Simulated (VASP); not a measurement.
Input of a VASP 6.6.1 run:

POSCAR

```
SnSe2
1.0
    3.8388190863      0.0000000000      0.0000000000
   -1.9194095431      3.3245148493      0.0000000000
    0.0000000000      0.0000000000      6.0109858297
Sn Se
1 2
Direct
    0.0000000000      0.0000000000      0.0000000000
    0.3333333333      0.6666666667      0.2651136447
    0.6666666667      0.3333333333      0.7348863553
```

The input INCAR.step1:

```
SYSTEM = SnSe2
PREC = Accurate
ENCUT = 520
ISMEAR = 0
SIGMA = 0.02
LREAL = .False.
LASPH = .True.
NELM = 60
NBANDS = 20
GGA = PE
ALGO = Normal
EDIFF = 1E-4
LWAVE = .True.
LCHARG = .False.
```

File INCAR.step2:

```
SYSTEM = SnSe2
PREC = Accurate
ENCUT = 520
EDIFF = 1E-6
ISMEAR = 0
SIGMA = 0.02
LREAL = .False.
LASPH = .True.
NELM = 60
ALGO = Normal
ISIF = 2
LWAVE = .False.
LCHARG = .False.
METAGGA = R2SCAN
LMIXTAU = .True.
NBANDS = 20
ISTART = 1
```

Contents of KPOINTS:

```
regular mesh
0
Gamma
  12 12 6
  0 0 0
```

Potentials or basis: VASP PAW PBE potentials, release 64 (Sn_d, Se).

The run is started by

```sh
$ cat potpaw_PBE.64/Sn_d/POTCAR potpaw_PBE.64/Se/POTCAR > POTCAR
$ cp INCAR.step1 INCAR
$ mpirun -np 1 vasp_std > vasp.out
$ cp INCAR.step2 INCAR
$ mpirun -np 1 vasp_std > vasp.out
```

Problem. What does it give for the pressure?

Solution. 0.5 GPa.

Problem. Predict the band gap on the k mesh.

Solution. 0.63 eV, indirect (least direct gap 1.22 eV).

Problem. What does it give for the largest force?

Solution. 0.316 eV/Å.

Forces on the atoms (eV/Å):
```
Sn   0.000  0.000  0.000
Se   0.000  0.000 -0.316
Se   0.000  0.000  0.316
```

Caveat: the PAW data sets were made with another functional, which shifts forces and pressure a little; spin-orbit coupling is left out, which moves the levels of the heavy elements. A k mesh can miss the band edges.
